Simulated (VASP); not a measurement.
Input of a VASP 6.6.1 run:

File INCAR:

```
PREC = Accurate ; ENCUT = 600
EDIFF = 1E-6 ; ISMEAR = -1
SIGMA = 0.05 ; LREAL = False
LASPH = True ; NELM = 100
ALGO = Fast ; ISIF = 3
LWAVE = False ; LCHARG = False
GGA = PS ; IBRION = 2
NSW = 60 ; EDIFFG = -0.01
PSTRESS = 300.0
```

File KPOINTS:

```
Automatic mesh
0
Gamma
  6 6 9
```

The input POSCAR:

```
Hf
1.0
    4.9623295440      0.0000000000      0.0000000000
   -2.4811647720      4.2975034470      0.0000000000
    0.0000000000      0.0000000000      3.0862322500
Hf
3
Direct
    0.0000000000      0.0000000000      0.0000000000
    0.3333333333      0.6666666667      0.5000000000
    0.6666666667      0.3333333333      0.5000000000
```

Potentials or basis: VASP PAW PBE potentials, release 64 (Hf_pv).

The run is started by

```sh
$ cat potpaw_PBE.64/Hf_pv/POTCAR > POTCAR
$ mpirun -np 1 vasp_std > vasp.out
```

Q: What does it give for the relaxed cell?

A: a = 4.615 Å, b = 4.615 Å, c = 2.881 Å, α = 90.00°, β = 90.00°, γ = 120.00°.

Q: Estimate the band gap on the k mesh.

A: Zero (band 15 reaches 6.71 eV, above the bottom of band 16 at 5.82 eV).

Q: Predict the space group after relaxing (to 0.05 Å).

A: P6/mmm (No. 191).

Q: What does it give for the relaxed volume?

A: 17.71 Å³/atom.

Stress tensor (GPa, compression positive):
```
30.06  0.00  0.00
 0.00 30.06  0.00
 0.00  0.00 29.98
```

Caveat: the cell is relaxed towards a set pressure, so the enthalpy falls and the energy may rise; the volume moved by over 15 % at a fixed basis, so the end points are rough; the PAW data sets were made with another functional, which shifts forces and pressure a little; spin-orbit coupling is left out, which moves the levels of the heavy elements.
